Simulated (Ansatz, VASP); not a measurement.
**Two plane-wave programs on C**

```
CELL_PARAMETERS angstrom
0.00000 1.76572 1.76572
1.76572 0.00000 1.76572
1.76572 1.76572 0.00000
ATOMIC_POSITIONS crystal
C 0.00000 0.00000 0.00000
C 0.25000 0.25000 0.25000
```

Alike in both runs: functional LDA; k mesh 12 × 12 × 12; occupations gaussian, width 0.02 eV; no spin polarisation.

Ansatz relaxed the structure, and its values are those at the end. VASP's run is a single point on that final structure, the one shown.

|  | VASP | Ansatz |
| --- | --- | --- |
| version | VASP 6.6.1 | Ansatz 0.2.0 |
| potentials or method | VASP PAW LDA potentials, release 64 (C), cutoff 600 eV | scalar-relativistic, plane waves, PAW |
| valence electrons in the cell | 8 | 8 |

|  | VASP | Ansatz | Ansatz less VASP |
| --- | --- | --- | --- |
| gap on the k mesh at the Fermi level (eV) | 4.20 | 4.20 | +0.004 |
| least direct gap on the mesh (eV) | 5.63 | 5.62 | -0.004 |
| pressure (GPa) | 0.9 | 0.0 | -0.95 |

Ansatz warns that its potentials were made for another functional, while VASP's fit it. LDA's correlation is that of Perdew and Zunger in VASP and of Perdew and Wang (1992) in Ansatz.
